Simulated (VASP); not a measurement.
# Sr2O: single point with PBE

Crystal: Sr2O.

```xyz
3
Lattice="4.6837 0.0000 0.0000 -2.3418 4.0562 0.0000 0.0000 0.0000 4.4707" Properties=species:S:1:pos:R:3 pbc="T T T"
Sr    0.0000    2.7041    0.0000
Sr    2.3418    1.3521    0.0000
O     0.0000    0.0000    0.0000
```

```yaml
Program: VASP 6.6.1
Task: single point
Functional: PBE
Potentials_or_basis: VASP PAW PBE potentials, release 64 (Sr_sv, O)
Cutoff: 520 eV
k_mesh: 6 × 6 × 4
Occupations: gaussian, width 0.1 eV
Spin: no spin polarisation
```

```json
{
  "Pressure": "2.9 GPa",
  "Band gap on the k mesh": "zero (band 13 reaches 3.46 eV, above the bottom of band 14 at 2.83 eV)"
}
```

Stress tensor (GPa, compression positive):
```
 6.35  0.00  0.00
 0.00  6.35  0.00
 0.00  0.00 -3.90
```

Levels at points of the mesh, in eV from the Fermi level:
```
           k point  band 10  band 11  band 12  band 13  band 14  band 15  band 16  band 17
(0.00, 0.00, 0.00)    -4.50    -4.50    -3.25    -2.54     1.24     1.24     1.34     3.30
(0.50, 0.00, 0.00)    -4.57    -4.41    -3.52    -0.84     0.04     0.18     0.58     1.81
(0.00, 0.00, 0.50)    -4.47    -4.47    -3.71     0.39     0.39     0.39     1.18     2.50
(0.50, 0.00, 0.50)    -4.49    -4.38    -3.97    -0.43     0.14     0.56     0.60     1.88
```

It took 23 s on 1 thread of Intel(R) Xeon(R) 6975P-C (Granite Rapids), with other jobs on the host, peak memory 0.21 GiB.
